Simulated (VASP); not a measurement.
# Si (I4_1/amd) in VASP: a series of runs

Si is run at these levels: PBE; tasks: single point.

Program: VASP 6.6.1. These are calculated values, not measurements. Logs are shortened: lines on timing, memory, paths and dates and some standing lists are left out, and cuts for length are marked.

**1. The cell of the first run**

Symmetry: I4_1/amd, No. 141, tetragonal system. Conventional cell: a = 3.682 Å, b = 3.682 Å, c = 1.949 Å, α = 90.00°, β = 90.00°, γ = 90.00°. Within 2.5 Å of Si (site symmetry -4m2) lie 10 Si at 1.90 to 2.35 Å.

**2. Single point, PBE**

Contents of INCAR:

```
SYSTEM = Si
PREC = Accurate ; ENCUT = 520
EDIFF = 1E-6 ; ISMEAR = -1
SIGMA = 0.1 ; LREAL = .FALSE.
LASPH = .TRUE. ; NELM = 60
ALGO = Normal ; ISIF = 2
LWAVE = .FALSE. ; LCHARG = .TRUE.
GGA = PE ; LELF = .TRUE.
LVHAR = .TRUE. ; NBANDS = 11
```

Contents of KPOINTS:

```
regular mesh
0
G
  18 18 18
  0 0 0
```

Contents of POSCAR:

```
Si
1.0
   -1.8409060598      1.8409060598      0.9742955539
    1.8409060598     -1.8409060598      0.9742955539
    1.8409060598      1.8409060598     -0.9742955539
Si
2
Direct
   -0.3750000000     -0.1250000000     -0.2500000000
    0.3750000000      0.1250000000      0.2500000000
```

Potentials or basis: VASP PAW PBE potentials, release 64 (Si).

On the command line:

```bash
cat potpaw_PBE.64/Si/POTCAR > POTCAR
mpirun -np 1 vasp_std > vasp.out
```

OUTCAR:

```text
SYSTEM = Si
   PREC = Accurate
   ENCUT = 520
   EDIFF = 1E-6
   ISMEAR = -1
   LREAL = .FALSE.
   LASPH = .TRUE.
   NELM = 60
   ISIF = 2
   GGA = PE

 ion  position               nearest neighbor table
   1  0.625  0.875  0.750-   2 1.90   2 1.90   2 1.90   2 1.90   2 2.35   2 2.35   2 2.35   2 2.35
                             2 3.05   2 3.05
   2  0.375  0.125  0.250-   1 1.90   1 1.90   1 1.90   1 1.90   1 2.35   1 2.35   1 2.35   1 2.35
                             1 3.05   1 3.05

  LATTYP: Found a body centered tetragonal cell.
 ALAT       =     3.6818121196
 C/A-ratio  =     0.5292478390

  Lattice vectors:

 A1 = (  -1.8409060598,   1.8409060598,   0.9742955539)
 A2 = (   1.8409060598,  -1.8409060598,   0.9742955539)
 A3 = (   1.8409060598,   1.8409060598,  -0.9742955539)

Analysis of symmetry for initial positions (statically):
=====================================================================
 Subroutine PRICEL returns:
 Original cell was already a primitive cell.

 Routine SETGRP: Setting up the symmetry group for a
 body centered tetragonal supercell.

 Subroutine GETGRP returns: Found 16 space group operations
 (whereof  4 operations were pure point group operations)
 out of a pool of 16 trial point group operations.

The static configuration has the point symmetry C_2h.
 The point group associated with its full space group is D_4h.

Analysis of symmetry for dynamics (positions and initial velocities):
=====================================================================
 Subroutine PRICEL returns:
 Original cell was already a primitive cell.

 Routine SETGRP: Setting up the symmetry group for a
 body centered tetragonal supercell.

 Subroutine GETGRP returns: Found 16 space group operations
 (whereof  4 operations were pure point group operations)
 out of a pool of 16 trial point group operations.

The dynamic configuration has the point symmetry C_2h.
 The point group associated with its full space group is D_4h.

 Subroutine INISYM returns: Found 16 space group operations
 (whereof  4 operations are pure point group operations),
 and found     1 'primitive' translations

----------------------------------------------------------------------------------------

                                     Primitive cell

  volume of cell :      13.2073

  direct lattice vectors                    reciprocal lattice vectors
    -1.840906060  1.840906060  0.974295554     0.000000000  0.271605385  0.513191298
     1.840906060 -1.840906060  0.974295554     0.271605385  0.000000000  0.513191298
     1.840906060  1.840906060 -0.974295554     0.271605385  0.271605385  0.000000000

  length of vectors
     2.779770147  2.779770147  2.779770147     0.580633097  0.580633097  0.384108020

  position of ions in fractional coordinates (direct lattice)
     0.625000000  0.875000000  0.750000000
     0.375000000  0.125000000  0.250000000

  ion indices of the primitive-cell ions
   primitive index   ion index
                 1           1
                 2           2

----------------------------------------------------------------------------------------

 KPOINTS: regular mesh

Automatic generation of k-mesh.
 Grid dimensions read from file:
 generate k-points for:   18   18   18

 Generating k-lattice:

  Cartesian coordinates                     Fractional coordinates (reciprocal lattice)
     0.000000000  0.015089188  0.028510628     0.055555556  0.000000000  0.000000000
     0.015089188  0.000000000  0.028510628     0.000000000  0.055555556  0.000000000
     0.015089188  0.015089188  0.000000000     0.000000000  0.000000000  0.055555556

  Length of vectors
     0.032257394  0.032257394  0.021339334

  Shift w.r.t. Gamma in fractional coordinates (k-lattice)
     0.000000000  0.000000000  0.000000000

 Subroutine IBZKPT returns following result:
 ===========================================

 Found    480 irreducible k-points:

 Following reciprocal coordinates:
            Coordinates               Weight
  0.000000  0.000000  0.000000      1.000000
  0.055556  0.000000 -0.000000      8.000000
  0.111111  0.000000 -0.000000      8.000000
  0.166667  0.000000 -0.000000      8.000000
  0.222222  0.000000 -0.000000      8.000000
  0.277778  0.000000 -0.000000      8.000000
[... 16 lines left out ...]
 -0.277778  0.055556  0.000000     16.000000
 -0.222222  0.055556  0.000000     16.000000
 [... further k-points ...]
   k-points           NKPTS =    480   k-points in BZ     NKDIM =    480   number of bands    NBANDS=     11
   number of dos      NEDOS =    301   number of ions     NIONS =      2
   total plane-waves  NPLWV =  13824
   dimension x,y,z NGX =    24 NGY =   24 NGZ =   24
   dimension x,y,z NGXF=    48 NGYF=   48 NGZF=   48
   ions per type =               2
   NGX,Y,Z   is equivalent  to a cutoff of  14.35, 14.35, 14.35 a.u.
   NGXF,Y,Z  is equivalent  to a cutoff of  28.71, 28.71, 28.71 a.u.
 SYSTEM =  Si
   PREC   = accura    normal or accurate (medium, high low for compatibility)
   ISTART =      0    job   : 0-new  1-cont  2-samecut
   ICHARG =      2    charge: 1-file 2-atom 10-const
   ISPIN  =      1    spin polarized calculation?
   LNONCOLLINEAR =      F non collinear calculations
   LSORBIT =      F    spin-orbit coupling
   LASPH  =      T    aspherical Exc in radial PAW
   ENCUT  =  520.0 eV  38.22 Ry    6.18 a.u.   5.17  5.17  5.17*2*pi/ulx,y,z
   NELM   =     60;   NELMIN=  2; NELMDL= -5     # of ELM steps
   EDIFF  = 0.1E-05   stopping-criterion for ELM
   LREAL  =      F    real-space projection
   EDIFFG = 0.1E-04   stopping-criterion for IOM
   NSW    =      0    number of steps for IOM
   IBRION =     -1    ionic relax: 0-MD 1-quasi-New 2-CG
   NFREE  =      0    steps in history (QN), initial steepest desc. (CG)
   ISIF   =      2    stress and relaxation
   ISYM   =      2    0-nonsym 1-usesym 2-fastsym
   POTIM  = 0.5000    time-step for ionic-motion
   TEBEG  =    0.0;   TEEND  =   0.0 temperature during run
   PSTRESS=    0.0 pullay stress
   NELECT =       8.0000    total number of electrons
   NUPDOWN=      -1.0000    fix difference up-down
   EMIN   =  10.00;   EMAX   =-10.00  energy-range for DOS
   EFERMI =   0.00;   METHOD = LEGACY
   ISMEAR =    -1;   SIGMA  =   0.10  broadening in eV -4-tet -1-fermi 0-gaus
   EFERMI_NEDOS =   21; number of points for ismear=-14 and -15
   IALGO  =     38    algorithm
   IMIX   =      4    mixing-type and parameters
     AMIX     =   0.40;   BMIX     =  1.00
     AMIX_MAG =   1.60;   BMIX_MAG =  1.00
  volume/ion in A,a.u.               =       6.60        44.56
  Fermi-wavevector in a.u.,A,eV,Ry     =   1.385161  2.617574 26.105094  1.918670
  Thomas-Fermi vector in A             =   2.509597
   LORBIT       =      0    0 simple, 1 ext, 2 COOP (PROOUT), +10 PAW based schemes
   GGA     = PE    functional components
   LHFCALC =     F    Hartree Fock is set to
   AEXX    =    0.0000 exact exchange contribution
   IVDW    =     0    specifies the selected vdW correction
   LEPSILON=     F    determine dielectric tensor
   LRPA    =     F    only Hartree local field effects (RPA)
 non-spin polarized calculation
  energy-cutoff  :      520.00
  volume of cell :       13.21
 maximum number of plane-waves:       378
 NGX is ok and might be reduce to    24
   NGX = 11   NGY = 11   NGZ = 11

 number of electron       8.0000000 magnetization

 Free energy of the ion-electron system (eV)
  ---------------------------------------------------
  ext. energy  EPLUGINS =         0.00000000
  ---------------------------------------------------
  free energy    TOTEN  =         3.20569684 eV

  energy without entropy =        3.22590915  energy(sigma->0) =        3.21580300

 E-fermi :  23.6220     XC(G=0): -14.6603

 val. band max:       23.6205859691   @ k =   0.2778   0.1111   0.0556
 cond. band min:      23.6362536235   @ k =   0.5000   0.4444   0.0000
 fundamental gap:      0.0156676544
 Fermi energy:        23.6220070133

 k-point     1 :       0.0000    0.0000    0.0000
  band No.  band energies     occupation
      1       0.7043      2.00000
      2      19.2920      2.00000
      3      19.2920      2.00000
      4      19.8420      2.00000
      5      23.7539      0.42211
      6      32.5568      0.00000
      7      36.0660      0.00000
      8      41.6597      0.00000
      9      41.6597      0.00000
     10      44.6600      0.00000
     11      44.6625      0.00000

 k-point     2 :       0.0556    0.0000   -0.0000
  band No.  band energies     occupation
      1       0.8535      2.00000
      2      18.5962      2.00000
      3      19.1987      2.00000
      4      20.8103      2.00000
      5      24.0045      0.04270
      6      32.4585      0.00000
      7      35.4986      0.00000
      8      40.8876      0.00000
      9      40.9030      0.00000
     10      41.7477      0.00000
     11      41.9732      0.00000

 k-point     3 :       0.1111    0.0000   -0.0000
  band No.  band energies     occupation
      1       1.2999      2.00000
      2      17.9479      2.00000
      3      19.0018      2.00000
      4      22.2757      2.00000
      5      24.6302      0.00008
      6      32.1211      0.00000
      7      33.9853      0.00000
      8      37.4048      0.00000
      9      37.7128      0.00000
     10      42.0110      0.00000
     11      42.2518      0.00000
[... 267 lines left out ...]
 k-point    23 :      -0.2778    0.0556    0.0000
  band No.  band energies     occupation
      1       3.3828      2.00000
      2      16.1555      2.00000
      3      18.6377      2.00000
      4      25.3796      0.00000
      5      27.3327      0.00000
      6      28.2008      0.00000
      7      30.9145      0.00000
      8      31.8374      0.00000
      9      35.0726      0.00000
     10      40.4402      0.00000
     11      42.6405      0.00000

 k-point    24 :      -0.2222    0.0556    0.0000
  band No.  band energies     occupation
      1       2.2969      2.00000
      2      16.2214      2.00000
      3      18.6816      2.00000
      4      24.7933      0.00002
      5      26.5227      0.00000
      6      29.8394      0.00000
      7      31.7473      0.00000
      8      34.3670      0.00000
      9      36.3099      0.00000
     10      41.3664      0.00000
     11      42.5749      0.00000

 [... further k-points ...]

------------------------ aborting loop because EDIFF is reached ----------------------------------------

  FORCE on cell =-STRESS in cart. coord.  units (eV):
  Direction    XX          YY          ZZ          XY          YZ          ZX
  --------------------------------------------------------------------------------------
  -------------------------------------------------------------------------------------
  Total       40.6014105     40.6014105     40.5877996      0.0000000      0.0000000      0.0000000
  in kB     4925.3572513   4925.3572513   4923.7061220      0.0000000      0.0000000      0.0000000
  external PRESSURE =    4924.8068749 kB  Pullay stress =       0.0000000 kB

 VOLUME and BASIS-vectors are now :
 -----------------------------------------------------------------------------
  energy-cutoff  :      520.00
  volume of cell :       13.21
      direct lattice vectors                 reciprocal lattice vectors
    -1.840906060  1.840906060  0.974295554     0.000000000  0.271605385  0.513191298
     1.840906060 -1.840906060  0.974295554     0.271605385  0.000000000  0.513191298
     1.840906060  1.840906060 -0.974295554     0.271605385  0.271605385  0.000000000

 POSITION                                       TOTAL-FORCE (eV/Angst)
 -----------------------------------------------------------------------------------
      1.84091      0.92045      0.73072        -0.000000      0.000000      0.000000
      0.00000      0.92045      0.24357         0.000000     -0.000000     -0.000000
 -----------------------------------------------------------------------------------
    total drift:                                0.000000      0.000000      0.000000

  FREE ENERGIE OF THE ION-ELECTRON SYSTEM (eV)
  ---------------------------------------------------
  free  energy   TOTEN  =         3.2056968410 eV

  energy  without entropy=        3.2259091537  energy(sigma->0) =        3.21580300
```

Wall time 26 s (1 thread of Intel Xeon 6975P-C (Granite Rapids), shared host); peak memory 0.17 GiB.

Results:

| Item | Value |
| --- | --- |
| Free energy | 3.2057 eV |
| Pressure | 492.5 GPa |
| Band gap on the k mesh | zero (bands 4 and 5 overlap by 8.38 eV) |

Stress tensor (GPa, compression positive):
```
492.54   0.00   0.00
  0.00 492.54   0.00
  0.00   0.00 492.37
```

Levels at points of the mesh, in eV from the Fermi level:
```csv
k point,band 1,band 2,band 3,band 4,band 5,band 6,band 7,band 8
"(0.00, 0.00, 0.00)",-22.92,-4.33,-4.33,-3.78,0.13,8.93,12.44,18.04
"(0.50, 0.00, 0.00)",-12.29,-10.63,-2.96,-2.60,-2.47,0.79,7.20,8.40
"(0.50, 0.50, 0.00)",-17.75,-17.75,-0.29,-0.29,3.06,3.06,14.18,14.18
"(0.50, 0.50, 0.50)",-13.56,-13.56,-11.90,-11.90,10.22,10.22,21.96,21.96
```

Caveat: the cell stands under pressure.

**3. Single point, PBE (6.60 Å³/atom)**

Contents of INCAR:

```
PREC     = Accurate       # precision mode
ENCUT    = 520            # plane-wave cutoff, eV
EDIFF    = 1E-6           # SCF threshold, eV
ISMEAR   = -1             # smearing method
SIGMA    = 0.1            # smearing width, eV
LREAL    = False          # projectors in reciprocal space
LASPH    = True           # aspherical terms in the spheres
NELM     = 60             # most SCF steps
ALGO     = Normal         # electronic algorithm
ISIF     = 2              # what is computed and relaxed
LWAVE    = False          # write WAVECAR
LCHARG   = False          # write CHGCAR
GGA      = PE             # functional
NBANDS   = 11             # bands
```

Contents of KPOINTS:

```
Automatic mesh
0
Gamma
  18 18 18
```

POSCAR is that of step 2.

Potentials or basis: VASP PAW PBE potentials, release 64 (Si).

On the command line:

```bash
cat potpaw_PBE.64/Si/POTCAR > POTCAR
mpirun -np 1 vasp_std > vasp.out
```

It took 23 s on 1 thread of Intel Xeon 6975P-C (Granite Rapids), shared host; peak memory 0.17 GiB.

The run converged. Its results:

```
Free energy            : 3.2057 eV
Pressure               : 492.5 GPa
Band gap on the k mesh : zero (bands 4 and 5 overlap by 8.38 eV)
```

Stress tensor (GPa, compression positive):
```
492.54   0.00   0.00
  0.00 492.54   0.00
  0.00   0.00 492.37
```

Levels at points of the mesh, in eV from the Fermi level:
```csv
k point,band 1,band 2,band 3,band 4,band 5,band 6,band 7,band 8
"(0.00, 0.00, 0.00)",-22.92,-4.33,-4.33,-3.78,0.13,8.93,12.44,18.04
"(0.50, 0.00, 0.00)",-12.29,-10.63,-2.96,-2.60,-2.47,0.79,7.20,8.40
"(0.50, 0.50, 0.00)",-17.75,-17.75,-0.29,-0.29,3.06,3.06,14.18,14.18
"(0.50, 0.50, 0.50)",-13.56,-13.56,-11.90,-11.90,10.22,10.22,21.96,21.96
```

Caveat: the cell stands under pressure.
